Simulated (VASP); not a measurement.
Wanted: the native input for a VASP 6.6.1 run.

* Task: single point
* Functional: PBEsol
* Potentials or basis: VASP PAW PBE potentials, release 64 (Hf_pv, B)
* Cutoff: 520 eV
* k mesh: 20 × 20 × 20
* Occupations: gaussian, width 0.15 eV
* Spin: no spin polarisation
* Dipole correction: no
* Further INCAR settings: ALGO = Normal; EDIFF = 1e-06; NBANDS = 14

The structure of HfB lies in POSCAR:

```
HfB
1.0
    0.0000000000      2.3100000000      2.3100000000
    2.3100000000      0.0000000000      2.3100000000
    2.3100000000      2.3100000000      0.0000000000
Hf B
1 1
Direct
    0.5000000000      0.5000000000      0.5000000000
    0.0000000000      0.0000000000      0.0000000000
```

One way to write it, as run:

INCAR

```
SYSTEM = HfB
PREC     = Accurate       ! precision mode
ENCUT    = 520            ! plane-wave cutoff, eV
EDIFF    = 1E-6           ! SCF threshold, eV
ISMEAR   = 0              ! smearing method
SIGMA    = 0.15           ! smearing width, eV
LREAL    = .False.        ! projectors in reciprocal space
LASPH    = .True.         ! aspherical terms in the spheres
NELM     = 60             ! most SCF steps
ALGO     = Normal         ! electronic algorithm
ISIF     = 2              ! what is computed and relaxed
LWAVE    = .False.        ! write WAVECAR
LCHARG   = .True.         ! write CHGCAR
GGA      = PS             ! functional
LELF     = .True.         ! ELF
LVHAR    = .True.       
NBANDS   = 14             ! bands
```

KPOINTS

```
regular mesh
0
Gamma
  20 20 20
  0 0 0
```

Potentials or basis: VASP PAW PBE potentials, release 64 (Hf_pv, B).

The run is started by

```console
$ cat potpaw_PBE.64/Hf_pv/POTCAR potpaw_PBE.64/B/POTCAR > POTCAR
$ mpirun -np 1 vasp_std > vasp.out
```

It gave:

The pressure is 24.6 GPa.

Caveat: the PAW data sets were made with another functional, which shifts forces and pressure a little.

Wall time 20 s on 1 thread of Intel(R) Xeon(R) 6975P-C (Granite Rapids), on a shared host, peak memory 0.21 GiB.
